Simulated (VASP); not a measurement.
## ScIn2Se2: single point with PBE

The system is ScIn2Se2.

```
Sc In Se
1.0
     3.73324    0.00000    0.00000
    -1.86662    3.23308    0.00000
     0.00000    0.00000   11.25999
Sc In Se
1 2 2
Direct
  0.00000 0.00000 0.00000
  0.66667 0.33333 0.36046
  0.66667 0.33333 0.63954
  0.33333 0.66667 0.14841
  0.33333 0.66667 0.85159
```

- Program: VASP 6.6.1
- Task: single point
- Functional: PBE
- Potentials or basis: VASP PAW PBE potentials, release 64 (Sc_sv, In_d, Se)
- Cutoff: 520 eV
- k mesh: 6 × 6 × 2
- Occupations: gaussian, width 0.1 eV
- Spin: collinear spin, ferromagnetic start
- Starting moments: [1.0, 0.0, 0.0, 0.0, 0.0] μB
- Dipole correction: no
- Further INCAR settings: ALGO = Normal; EDIFF = 1e-07; NBANDS = 36

* Pressure: 0.1 GPa
* Largest force: 0.027 eV/Å
* Net moment: 0.00 μB per cell
* Valence electrons inside the program's atomic spheres: Sc 9.36; In 11.23; Se 3.88

Forces on the atoms (eV/Å):
```
Sc   0.000  0.000  0.000
In   0.000  0.000 -0.027
In   0.000  0.000  0.027
Se   0.000  0.000  0.010
Se   0.000  0.000 -0.010
```

Stress tensor (GPa, compression positive):
```
0.20 0.00 0.00
0.00 0.20 0.00
0.00 0.00 0.02
```

Levels at points of the mesh, in eV from the Fermi level:
Spin up:
| k point | band 22 | band 23 | band 24 | band 25 | band 26 | band 27 |
| --- | --- | --- | --- | --- | --- | --- |
| (0.00, 0.00, 0.00) | -1.08 | -1.08 | -0.74 | 0.37 | 1.85 | 2.32 |
| (0.50, 0.00, 0.00) | -2.26 | -1.81 | -1.27 | -1.09 | 0.22 | 0.74 |
| (0.00, 0.00, 0.50) | -1.76 | -1.08 | -1.08 | 1.50 | 2.30 | 2.31 |
| (0.50, 0.00, 0.50) | -2.26 | -2.21 | -1.80 | -0.60 | 0.32 | 0.47 |
Spin down:
```
           k point  band 20  band 21  band 22  band 23  band 24  band 25  band 26  band 27  band 28  band 29
(0.00, 0.00, 0.00)    -1.76    -1.76    -1.08    -1.08    -0.74     0.37     1.85     2.32     2.32     2.38
(0.50, 0.00, 0.00)    -3.74    -3.05    -2.26    -1.81    -1.27    -1.09     0.22     0.74     1.62     2.35
(0.00, 0.00, 0.50)    -2.56    -1.76    -1.76    -1.08    -1.08     1.50     2.30     2.31     2.31     2.39
(0.50, 0.00, 0.50)    -3.82    -2.51    -2.26    -2.21    -1.80    -0.60     0.32     0.47     2.30     2.36
```

Run time: 4.3 min on 1 thread of Oxide Virtual Turin-like Processor (shared host), peak memory 0.33 GiB.

Caveat: spin-orbit coupling is left out, which moves the levels of the heavy elements.
